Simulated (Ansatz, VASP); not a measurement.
# Two plane-wave programs on TaN

```
Ta N
1.0
     0.00000    2.23347    2.12453
     2.23347    0.00000    2.12453
     2.23347    2.23347    0.00000
Ta N
1 1
Direct
  0.50000 0.50000 0.50000
  0.00000 0.00000 0.00000
```

Change from the starting cell: strain +0.025 along x and y, -0.025 along z, atoms carried along.

Alike in both runs: task single point; functional PBEsol; k mesh 18 × 18 × 18; occupations gaussian, width 0.15 eV; no spin polarisation.

|  | VASP | Ansatz |
| --- | --- | --- |
| version | VASP 6.6.1 | Ansatz 0.2.0 |
| potentials or method | VASP PAW PBE potentials, release 64 (Ta_pv, N), cutoff 520 eV | scalar-relativistic, plane waves, PAW |
| valence electrons in the cell | 16 | 18 |

VASP gave:

```
gap on the k mesh at the Fermi level (eV)                     : none
pressure (GPa)                                                : -1.0
traceless stress, the component that is largest in VASP (GPa) : 22.20
```

Which values does Ansatz return?

gap on the k mesh at the Fermi level (eV): none; pressure (GPa): -2.0; traceless stress, the component that is largest in VASP (GPa): 22.01.

VASP's potentials were made for PBE, not for PBEsol. A gap of «none» marks a metal or a gap that the smearing closes. The functional is the same, so the differences come from potentials, cutoffs and numerics. VASP's potentials hold 16 valence electrons a cell and Ansatz's 18, so a difference there can come from the potentials and not from the codes.

Neither program's run includes spin-orbit coupling.
